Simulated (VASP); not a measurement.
ZnSe, 32 atoms in the cell. The structure is cubic, space group F-43m (No. 216). Conventional cell: a = 5.732 Å, b = 5.732 Å, c = 5.732 Å, α = 90.00°, β = 90.00°, γ = 90.00°. Zn (site symmetry -43m) has 4 Se at 2.48 Å within 3.3 Å. Se (site symmetry -43m) has 4 Zn at 2.48 Å within 3.3 Å. 

| Quantity | Value |
| --- | --- |
| Program | VASP 6.6.1 |
| Task | single point |
| Functional | PBE |
| Potentials or basis | VASP PAW PBE potentials, release 64 (Zn, Se) |
| Cutoff | 520 eV |
| k mesh | 2 × 2 × 2, shifted |
| Occupations | gaussian, width 0.01 eV |
| Spin | no spin polarisation |
| Dipole correction | no |
| Further INCAR settings | LREAL = Auto; ALGO = Normal; EDIFF = 1e-06; NBANDS = 166 |

Potentials or basis: VASP PAW PBE potentials, release 64 (Zn, Se).

The run is started by

```sh
$ cat potpaw_PBE.64/Zn/POTCAR potpaw_PBE.64/Se/POTCAR > POTCAR
$ mpirun -np 1 vasp_std > vasp.out
```

Hardware: 1 thread of Intel Xeon 8259CL (shared host).

Problem. How long does it take, and how much memory?

Solution. Wall time 18 min on 1 thread of Intel Xeon 8259CL, on a shared host, peak memory 1 GiB. Counts: scf iterations 16, k points 2.
